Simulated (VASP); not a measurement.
# Hf2TaN2 (P6/mmm) in VASP: single point with PBE

Aim: the single point of Hf2TaN2 with PBE.

Everything below comes from runs of VASP 6.6.1. Logs are shortened: lines on timing, memory, paths and dates and some standing lists are left out, and cuts for length are marked.

### Step 1. The cell of the first run

It takes space group P6/mmm (No. 191, hexagonal). The conventional cell has a = 3.699 Å, b = 3.699 Å, c = 6.210 Å, α = 90.00°, β = 90.00°, γ = 120.00°. Hf (site symmetry 6mm) has 1 Ta at 1.83 Å within 2.4 Å. Within 2.4 Å of Ta (site symmetry 6/mmm) lie 2 Hf at 1.83 Å. N (site symmetry -6m2) has 3 N at 2.14 Å and 6 Hf at 2.49 Å within 2.8 Å.

### Step 2. Single point, PBE

File INCAR:

```
  PREC = Accurate
  ENCUT = 520
  EDIFF = 1E-6
  ISMEAR = 0
  SIGMA = 0.1
  LREAL = False
  LASPH = True
  NELM = 60
  ALGO = Normal
  ISIF = 2
  LWAVE = False
  LCHARG = False
  GGA = PE
  NBANDS = 28
```

File KPOINTS:

```
regular mesh
0
Gamma
  6 6 4
```

File POSCAR:

```
Hf2TaN2
1.0
    3.6985043300      0.0000000000      0.0000000000
   -1.8492521700      3.2029987100      0.0000000000
    0.0000000000      0.0000000000      6.2096220600
Hf Ta N
2 1 2
Direct
    0.0000000000      0.0000000000      0.7952060000
    0.0000000000      0.0000000000      0.2047940000
    0.0000000000      0.0000000000      0.5000000000
    0.3333333300      0.6666666700      0.0000000000
    0.6666666700      0.3333333300      0.0000000000
```

Potentials or basis: VASP PAW PBE potentials, release 64 (Hf_pv, Ta_pv, N).

Command:

```
> cat potpaw_PBE.64/Hf_pv/POTCAR potpaw_PBE.64/Ta_pv/POTCAR potpaw_PBE.64/N/POTCAR > POTCAR
> mpirun -np 1 vasp_std > vasp.out
```

OUTCAR:

```text
PREC = Accurate
   ENCUT = 520
   EDIFF = 1E-6
   ISMEAR = 0
   LREAL = False
   LASPH = True
   NELM = 60
   ISIF = 2
   GGA = PE

 ion  position               nearest neighbor table
   1  0.000  0.000  0.795-   3 1.83   4 2.49   5 2.49   5 2.49   4 2.49   5 2.49   4 2.49   2 2.54
                             2 3.67
   2  0.000  0.000  0.205-   3 1.83   4 2.49   5 2.49   5 2.49   4 2.49   5 2.49   4 2.49   1 2.54
                             1 3.67
   3  0.000  0.000  0.500-   1 1.83   2 1.83
   4  0.333  0.667  0.000-   1 2.49   2 2.49   1 2.49   2 2.49   1 2.49   2 2.49
   5  0.667  0.333  0.000-   1 2.49   2 2.49   1 2.49   2 2.49   1 2.49   2 2.49

 -----------------------------------------------------------------------------
|                                                                             |
|           W    W    AA    RRRRR   N    N  II  N    N   GGGG   !!!           |
|           W    W   A  A   R    R  NN   N  II  NN   N  G    G  !!!           |
|           W    W  A    A  R    R  N N  N  II  N N  N  G       !!!           |
|           W WW W  AAAAAA  RRRRR   N  N N  II  N  N N  G  GGG   !            |
|           WW  WW  A    A  R   R   N   NN  II  N   NN  G    G                |
|           W    W  A    A  R    R  N    N  II  N    N   GGGG   !!!           |
|                                                                             |
|     The distance between some ions is very small. Please check the          |
|     nearest-neighbor list in the OUTCAR file.                               |
|     I HOPE YOU KNOW WHAT YOU ARE DOING!                                     |
|                                                                             |
 -----------------------------------------------------------------------------

  LATTYP: Found a hexagonal cell.
 ALAT       =     3.6985043300
 C/A-ratio  =     1.6789549250

  Lattice vectors:

 A1 = (   3.6985043300,   0.0000000000,   0.0000000000)
 A2 = (  -1.8492521700,   3.2029987100,   0.0000000000)
 A3 = (   0.0000000000,   0.0000000000,   6.2096220600)

Analysis of symmetry for initial positions (statically):
=====================================================================
 Subroutine PRICEL returns:
 Original cell was already a primitive cell.

 Routine SETGRP: Setting up the symmetry group for a
 hexagonal supercell.

 Subroutine GETGRP returns: Found 24 space group operations
 (whereof 24 operations were pure point group operations)
 out of a pool of 24 trial point group operations.

The static configuration has the point symmetry D_6h.

Analysis of symmetry for dynamics (positions and initial velocities):
=====================================================================
 Subroutine PRICEL returns:
[... 119 lines left out ...]
   POTIM  = 0.5000    time-step for ionic-motion
   TEBEG  =    0.0;   TEEND  =   0.0 temperature during run
   PSTRESS=    0.0 pullay stress
   NELECT =      41.0000    total number of electrons
   NUPDOWN=      -1.0000    fix difference up-down
   EMIN   =  10.00;   EMAX   =-10.00  energy-range for DOS
   EFERMI =   0.00;   METHOD = LEGACY
   ISMEAR =     0;   SIGMA  =   0.10  broadening in eV -4-tet -1-fermi 0-gaus
   EFERMI_NEDOS =   21; number of points for ismear=-14 and -15
   IALGO  =     38    algorithm
   IMIX   =      4    mixing-type and parameters
     AMIX     =   0.40;   BMIX     =  1.00
     AMIX_MAG =   1.60;   BMIX_MAG =  1.00
  volume/ion in A,a.u.               =      14.71        99.28
  Fermi-wavevector in a.u.,A,eV,Ry     =   1.347266  2.545964 24.696293  1.815126
  Thomas-Fermi vector in A             =   2.475031
   LORBIT       =      0    0 simple, 1 ext, 2 COOP (PROOUT), +10 PAW based schemes
   GGA     = PE    functional components
   LHFCALC =     F    Hartree Fock is set to
   AEXX    =    0.0000 exact exchange contribution
   IVDW    =     0    specifies the selected vdW correction
   LEPSILON=     F    determine dielectric tensor
   LRPA    =     F    only Hartree local field effects (RPA)
 non-spin polarized calculation
 Gauss-broadening in eV      SIGMA  =   0.10
  energy-cutoff  :      520.00
  volume of cell :       73.56
 maximum number of plane-waves:      1996
 NGX is ok and might be reduce to    28
   NGX = 13   NGY = 13   NGZ = 23

 number of electron      41.0000000 magnetization

 Free energy of the ion-electron system (eV)
  ---------------------------------------------------
  ext. energy  EPLUGINS =         0.00000000
  ---------------------------------------------------
  free energy    TOTEN  =       -29.34408661 eV

  energy without entropy =      -29.33031949  energy(sigma->0) =      -29.33720305

 E-fermi :   4.8888     XC(G=0): -11.6791

 val. band max:        4.8849011728   @ k =   0.3333   0.0000   0.2500
 cond. band min:       4.9094865710   @ k =   0.5000   0.0000   0.5000
 fundamental gap:      0.0245853982
 Fermi energy:         4.8888079782

 k-point     1 :       0.0000    0.0000    0.0000
  band No.  band energies     occupation
      1     -34.4098      2.00000
      2     -29.2144      2.00000
      3     -29.2144      2.00000
      4     -27.5435      2.00000
      5     -25.4504      2.00000
      6     -25.4504      2.00000
[... 640 lines left out ...]
     27       8.3303      0.00000
     28       9.0656      0.00000

------------------------ aborting loop because EDIFF is reached ----------------------------------------

  FORCE on cell =-STRESS in cart. coord.  units (eV):
  Direction    XX          YY          ZZ          XY          YZ          ZX
  --------------------------------------------------------------------------------------
  -------------------------------------------------------------------------------------
  Total       -9.2094035     -9.2094036    114.4544732      0.0000000     -0.0000000     -0.0000000
  in kB     -200.5829537   -200.5829542   2492.8450792      0.0000003     -0.0000000     -0.0000000
  external PRESSURE =     697.2263904 kB  Pullay stress =       0.0000000 kB

 VOLUME and BASIS-vectors are now :
 -----------------------------------------------------------------------------
  energy-cutoff  :      520.00
  volume of cell :       73.56
      direct lattice vectors                 reciprocal lattice vectors
     3.698504330  0.000000000  0.000000000     0.270379567  0.156103716  0.000000000
    -1.849252170  3.202998710  0.000000000     0.000000000  0.312207431  0.000000000
     0.000000000  0.000000000  6.209622060     0.000000000  0.000000000  0.161040397

 POSITION                                       TOTAL-FORCE (eV/Angst)
 -----------------------------------------------------------------------------------
      0.00000      0.00000      4.93793         0.000000     -0.000000     28.704653
      0.00000      0.00000      1.27169         0.000000      0.000000    -28.704653
      0.00000      0.00000      3.10481         0.000000      0.000000     -0.000000
     -0.00000      2.13533      0.00000        -0.000000     -0.000000     -0.000000
      1.84925      1.06767      0.00000        -0.000000      0.000000     -0.000000
 -----------------------------------------------------------------------------------
    total drift:                               -0.000000      0.000000     -0.000000

  FREE ENERGIE OF THE ION-ELECTRON SYSTEM (eV)
  ---------------------------------------------------
  free  energy   TOTEN  =       -29.3440866143 eV

  energy  without entropy=      -29.3303194880  energy(sigma->0) =      -29.33720305
```

Run time: 44 s. Hardware: 1 thread of Intel Xeon Platinum 8488C (Sapphire Rapids), shared host; peak memory 0.21 GiB.

Results:

```yaml
Free_energy: -29.3441 eV
Pressure: 69.7 GPa
Largest_force: 28.705 eV/Å
```

Forces on the atoms (eV/Å):
```
Hf    0.000   0.000  28.705
Hf    0.000   0.000 -28.705
Ta    0.000   0.000   0.000
N     0.000   0.000   0.000
N     0.000   0.000   0.000
```

Caveat: spin-orbit coupling is left out, which moves the levels of the heavy elements; forces of over 1 eV/Å act on the atoms, so gaps and moduli don't describe the material at rest.
